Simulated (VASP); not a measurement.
A run of VASP 6.6.1:

File INCAR:

```
PREC = Accurate ; ENCUT = 520
EDIFF = 1E-6 ; ISMEAR = 0
SIGMA = 0.02 ; LREAL = F
LASPH = T ; NELM = 100
ALGO = Normal ; ISIF = 2
LWAVE = F ; LCHARG = T
LELF = T ; LVHAR = T
NBANDS = 44
```

The input KPOINTS:

```
regular mesh
0
Gamma
  6 6 6
```

Contents of POSCAR:

```
SiO2
1.0
   -2.6340660825      3.6072165678      4.4132899025
    2.6340660825     -3.6072165678      4.4132899025
    2.6340660825      3.6072165678     -4.4132899025
Si O
4 8
Direct
    0.8552702462      0.8222100061      0.0330602401
    0.7108502340      0.1777899939      0.5330602401
    0.1447297538      0.1777899939      0.9669397599
    0.2891497660      0.8222100061      0.4669397599
    0.0357497063      0.7857497063      0.2500000000
    0.9642502937      0.2142502937      0.7500000000
    0.6918063554      0.5000000000      0.6918063554
    0.3081936446      0.0000000000      0.8081936446
    0.3081936446      0.5000000000      0.3081936446
    0.6918063554      0.0000000000      0.1918063554
    0.0000000000      0.0000000000      0.0000000000
    0.5000000000      0.0000000000      0.5000000000
```

Potentials or basis: VASP PAW LDA potentials, release 64 (Si, O).

Launch:

```bash
$ cat potpaw_LDA.64/Si/POTCAR potpaw_LDA.64/O/POTCAR > POTCAR
$ mpirun -np 1 vasp_std > vasp.out
```

Hardware: 1 thread of Intel(R) Xeon(R) Platinum 8259CL CPU @ 2.50GHz (Skylake/Cascade Lake) (shared host).

Estimate the wall time of this run.

Wall time 5.9 min on 1 thread of Intel(R) Xeon(R) Platinum 8259CL CPU @ 2.50GHz (Skylake/Cascade Lake), on a shared host, peak memory 0.39 GiB. Counts: scf iterations 15, k points 46.
